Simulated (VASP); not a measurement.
Write the native input for VASP 6.6.1 that does the following.

```
Task                   : single point
Functional             : PBE
Potentials or basis    : VASP PAW PBE potentials, release 64 (H, C, W_sv)
Cutoff                 : 520 eV
k mesh                 : 2 × 2 × 1
Occupations            : fermi-dirac, width 0.02 eV
Spin                   : collinear spin, ferromagnetic start
Starting moments       : [0.0, 0.0, 0.0, 0.0, 0.0, 0.0, 0.0, 0.0, 0.0, 0.0, 0.0, 0.0, 0.0, 0.0, 0.0, 0.0, 0.0, 0.0, 0.0, 0.0, 0.0, 0.0, 0.0, 1.0] μB
Dipole correction      : no
Further INCAR settings : LREAL = Auto; ALGO = Normal; EDIFF = 1e-06; NBANDS = 64
```

The structure of H7WC16 lies in POSCAR:

```
H7WC16
1.0
    5.0487420000      0.0000000000      0.0000000000
    2.5243710000      4.3723390000      0.0000000000
    0.0000000000      0.0000000000     16.7764260000
H C W
7 16 1
Direct
    0.1666667000      0.1666667000      0.0596075000
    0.6666667000      0.1666667000      0.0596075000
    0.1666667000      0.6666667000      0.0596075000
    0.6666667000      0.6666667000      0.0596075000
    0.4993158255      0.0016685382      0.3439643864
    0.0018060758      0.4992709214      0.3439762658
    0.4992913455      0.4993118762      0.3440152842
    0.1666667000      0.1666667000      0.1251757000
    0.6666667000      0.1666667000      0.1251757000
    0.1666667000      0.6666667000      0.1251757000
    0.6666667000      0.6666667000      0.1251757000
   -0.1666667000      0.3333333000      0.1558905000
    0.3333333000      0.3333333000      0.1558905000
   -0.1666667000      0.8333333000      0.1558905000
    0.3333333000      0.8333333000      0.1558905000
   -0.1661027137      0.3321876814      0.2487150155
    0.3333033732      0.3333105245      0.2484894462
   -0.1661459188      0.8338529389      0.2486643118
    0.3321342041      0.8339261772      0.2487386547
   -0.0001336640     -0.0000279375      0.2790326478
    0.5000238013     -0.0000057025      0.2769743686
    0.0000152530      0.4999941455      0.2769844989
    0.4999986417      0.5000004514      0.2769938140
    0.9977361049     -0.0000166126      0.4083589813
```

One way to write it, as run:

INCAR

```
  PREC = Accurate
  ENCUT = 520
  EDIFF = 1E-6
  ISMEAR = -1
  SIGMA = 0.02
  LREAL = Auto
  LASPH = T
  NELM = 150
  ALGO = Normal
  ISIF = 2
  LWAVE = F
  LCHARG = T
  ISPIN = 2
  MAGMOM = 0 0 0 0 0 0 0 0 0 0 0 0 0 0 0 0 0 0 0 0 0 0 0 1
  LORBIT = 11
  LMAXMIX = 4
  GGA = PE
  LELF = T
  LVHAR = T
  NBANDS = 64
```

KPOINTS

```
regular mesh
0
Gamma
  2 2 1
```

Potentials or basis: VASP PAW PBE potentials, release 64 (H, C, W_sv).

Launch:

```sh
$ cat potpaw_PBE.64/H/POTCAR potpaw_PBE.64/C/POTCAR potpaw_PBE.64/W_sv/POTCAR > POTCAR
$ mpirun -np 1 vasp_std > vasp.out
```

It gave:

```json
{"Largest force": "1.202 eV/Å", "Band gap on the k mesh": "0.72 eV, direct", "Net moment": "5.00 μB per cell", "Site moments": "H +0.00; C +0.00, +0.01, -0.00, -0.05, +0.02; W +3.36 μB", "Valence electrons inside the program's atomic spheres": "H 0.69, 0.67; C 2.59, 2.56, 2.57, 2.58, 2.54; W 11.88"}
```

Caveat: the k points lie up to 0.72 Å⁻¹ apart; spin-orbit coupling is left out, which moves the levels of the heavy elements.

Wall time 6 min on 1 thread of AMD EPYC 9R45 96-Core Processor (Zen 5), on a shared host, peak memory 0.64 GiB.
